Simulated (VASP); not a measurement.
Here is a VASP 6.6.1 calculation.

The input INCAR:

```
SYSTEM = SnO
PREC = Accurate ; ENCUT = 1340
EDIFF = 1E-6 ; ISMEAR = 0
SIGMA = 0.1 ; LREAL = .FALSE.
LASPH = .TRUE. ; NELM = 120
ALGO = Normal ; ISIF = 2
LWAVE = .FALSE. ; LCHARG = .FALSE.
GGA = PE ; NBANDS = 28
GGA_COMPAT = .FALSE.
```

The input KPOINTS:

```
Automatic mesh
0
G
  6 6 4
  0 0 0
```

File POSCAR:

```
SnO
1.0
    3.3651750474      0.0000000000      0.0000000000
   -1.6825875237      2.9143270792      0.0000000000
    0.0000000000      0.0000000000      8.9534353175
Sn O
2 2
Direct
    0.0000000000      0.0000000000     -0.0043865565
    0.3333333333      0.6666666667      0.4956134435
    0.0000000000      0.0000000000      0.3793870566
    0.3333333333      0.6666666667      0.8793870566
```

Potentials or basis: VASP PAW PBE potentials, release 64 (Sn_d, O_h).

Launch:

```console
$ cat potpaw_PBE.64/Sn_d/POTCAR potpaw_PBE.64/O_h/POTCAR > POTCAR
$ mpirun -np 1 vasp_std > vasp.out
```

(1) Predict the largest force.

(2) Predict the band gap on the k mesh.

(3) Estimate the pressure.

Results:

(1) 0.060 eV/Å.

(2) 1.45 eV (least direct gap 1.61 eV).

(3) 0.2 GPa.

Caveat: spin-orbit coupling is left out, which moves the levels of the heavy elements.
